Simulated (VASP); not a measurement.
Write the native input for VASP 6.6.1 that does the following.

```
Task                   : single point
Functional             : PBEsol
Potentials or basis    : VASP PAW PBE potentials, release 64 (W_sv, Se)
Cutoff                 : 520 eV
k mesh                 : 12 × 12 × 1
Occupations            : gaussian, width 0.02 eV
Spin                   : no spin polarisation
Dipole correction      : no
Further INCAR settings : ALGO = Normal; EDIFF = 1e-06; NBANDS = 64
```

The structure of WSe2 lies in POSCAR:

```
WSe2
1.0
    3.2711237514      0.0000000000      0.0000000000
   -1.6355618757      2.8328762676      0.0000000000
    0.0000000000      0.0000000000     32.5482490975
W Se
4 8
Direct
    0.6666666667      0.3333333333      0.8985316468
    0.6666666667      0.3333333333      0.3045994339
    0.3333333333      0.6666666667      0.6954005661
    0.3333333333      0.6666666667      0.1014683532
    0.3333333333      0.6666666667      0.9499618571
    0.3333333333      0.6666666667      0.3559642220
    0.6666666667      0.3333333333      0.7468377725
    0.6666666667      0.3333333333      0.1528985752
    0.3333333333      0.6666666667      0.8471014248
    0.3333333333      0.6666666667      0.2531622275
    0.6666666667      0.3333333333      0.6440357780
    0.6666666667      0.3333333333      0.0500381429
```

These files were run (other wordings do the same):

INCAR

```
PREC     = Accurate       # precision mode
ENCUT    = 520            # plane-wave cutoff, eV
EDIFF    = 1E-6           # SCF threshold, eV
ISMEAR   = 0              # smearing method
SIGMA    = 0.02           # smearing width, eV
LREAL    = F              # projectors in reciprocal space
LASPH    = T              # aspherical terms in the spheres
NELM     = 100            # most SCF steps
ALGO     = Normal         # electronic algorithm
ISIF     = 2              # what is computed and relaxed
LWAVE    = F              # write WAVECAR
LCHARG   = F              # write CHGCAR
GGA      = PS             # functional
NBANDS   = 64             # bands
```

KPOINTS

```
regular mesh
0
Gamma
  12 12 1
```

Potentials or basis: VASP PAW PBE potentials, release 64 (W_sv, Se).

Launch:

```sh
$ cat potpaw_PBE.64/W_sv/POTCAR potpaw_PBE.64/Se/POTCAR > POTCAR
$ mpirun -np 1 vasp_std > vasp.out
```

Results of the run:

```yaml
Largest_force: 0.066 eV/Å
Band_gap_on_the_k_mesh: 1.16 eV (least direct gap 1.61 eV)
```

Caveat: the PAW data sets were made with another functional, which shifts forces and pressure a little; spin-orbit coupling is left out, which moves the levels of the heavy elements.

It took 4.3 min on 1 thread of Intel(R) Xeon(R) 6975P-C (Granite Rapids) (shared host), peak memory 0.54 GiB.
